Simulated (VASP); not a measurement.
Write the native input for VASP 6.6.1 that does the following.

```
Task                   : single point
Functional             : PBE
Potentials or basis    : VASP PAW PBE potentials, release 64 (Pt)
Cutoff                 : 520 eV
k mesh                 : 10 × 7 × 1
Occupations            : gaussian, width 0.1 eV
Spin                   : no spin polarisation
Dipole correction      : yes
Further INCAR settings : ALGO = Normal; EDIFF = 1e-06; NBANDS = 28
```

The structure of Pt lies in POSCAR:

```
Pt
1.0
    2.8071640675      0.0000000000      0.0000000000
    0.0000000000      3.9699294961      0.0000000000
    0.0000000000      0.0000000000     18.2107461013
Pt
4
Direct
    0.5000000000      0.5000000000      0.3843884243
    0.0000000000      0.0000000000      0.4614628081
    0.5000000000      0.5000000000      0.5444833681
    0.0000000000      0.0000000000      0.6125720287
```

The input as run:

INCAR

```
  PREC = Accurate
  ENCUT = 520
  EDIFF = 1E-6
  ISMEAR = 0
  SIGMA = 0.1
  LREAL = False
  LASPH = True
  NELM = 100
  ALGO = Normal
  ISIF = 2
  LWAVE = False
  LCHARG = False
  LDIPOL = True
  IDIPOL = 3
  DIPOL = 0.5 0.5 0.501
  GGA = PE
  NBANDS = 28
```

KPOINTS

```
Automatic mesh
0
Gamma
  10 7 1
```

Potentials or basis: VASP PAW PBE potentials, release 64 (Pt).

The run is started by

```console
$ cat potpaw_PBE.64/Pt/POTCAR > POTCAR
$ mpirun -np 1 vasp_std > vasp.out
```

It gave:

The largest force is 0.919 eV/Å and the band gap on the k mesh is zero (band 20 reaches -0.27 eV, above the bottom of band 21 at -0.76 eV).

Caveat: spin-orbit coupling is left out, which moves the levels of the heavy elements.

Wall time 5.9 min on 1 thread of Intel Xeon 8259CL, with other jobs on the host, peak memory 0.35 GiB.
